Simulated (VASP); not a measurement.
**Os: relaxation of volume and atoms at fixed shape with PBEsol**

Crystal: Os.

```
Os
1.0
     2.73410    0.00000    0.00000
    -1.36705    2.36780    0.00000
     0.00000    0.00000    4.31970
Os
2
Direct
  0.33333 0.66667 0.25000
  0.66667 0.33333 0.75000
```

```json
{"Program": "VASP 6.6.1", "Task": "relaxation of volume and atoms at fixed shape", "Functional": "PBEsol", "Potentials or basis": "VASP PAW PBE potentials, release 64 (Os)", "Cutoff": "600 eV", "k mesh": "7 × 7 × 4", "Occupations": "fermi-dirac, width 0.05 eV", "Spin": "no spin polarisation", "Dipole correction": "no", "Further INCAR settings": "ALGO = Normal; EDIFF = 1e-07; IBRION = 2; EDIFFG = -0.02; NSW = 60; ISIF = 8"}
```

The relaxed volume is 13.93 Å³/atom. The relaxed cell is a = 2.731 Å, b = 2.731 Å, c = 4.315 Å, α = 90.00°, β = 90.00°, γ = 120.00° and the space group after relaxing (to 0.05 Å) is P6_3/mmc (No. 194). The energy gained by relaxing is 0.2 meV/atom. The ionic steps are 3 and the pressure after relaxing is 0.0 GPa. The band gap on the k mesh is zero (band 8 reaches 11.16 eV, above the bottom of band 9 at 7.77 eV).

Stress tensor (GPa, compression positive):
```
 2.84  0.00  0.00
 0.00  2.84  0.00
 0.00  0.00 -5.69
```

Step by step:
| step | energy change (eV) | largest force (eV/Å) | pressure (GPa) | volume (Å³) |
| --- | --- | --- | --- | --- |
| 1 | 0.0000 | 0.0000 | -1.51 | 27.96 |
| 2 | 0.0091 | 0.0000 | 7.23 | 27.44 |
| 3 | -0.0005 | 0.0000 | 0.00 | 27.87 |

Final structure:
```
Os
1.0
     2.73098    0.00000    0.00000
    -1.36549    2.36510    0.00000
     0.00000    0.00000    4.31477
Os
2
Direct
  0.33333 0.66667 0.25000
  0.66667 0.33333 0.75000
```

Levels at points of the mesh, in eV from the Fermi level:
```csv
k point,band 4,band 5,band 6,band 7,band 8,band 9,band 10,band 11,band 12
"(0.00, 0.00, 0.00)",-3.09,-2.85,-2.24,-2.24,-1.60,-1.60,-0.01,1.68,1.68
"(0.00, 0.00, 0.50)",-3.63,-3.29,-3.29,-3.29,-3.29,0.88,0.88,0.88,0.88
```

It took 13 s on 1 thread of Intel(R) Xeon(R) 6975P-C (Granite Rapids) (shared host), peak memory 0.16 GiB.

Caveat: the k points lie up to 0.38 Å⁻¹ apart in the final cell; the PAW data sets were made with another functional, which shifts forces and pressure a little; spin-orbit coupling is left out, which moves the levels of the heavy elements.
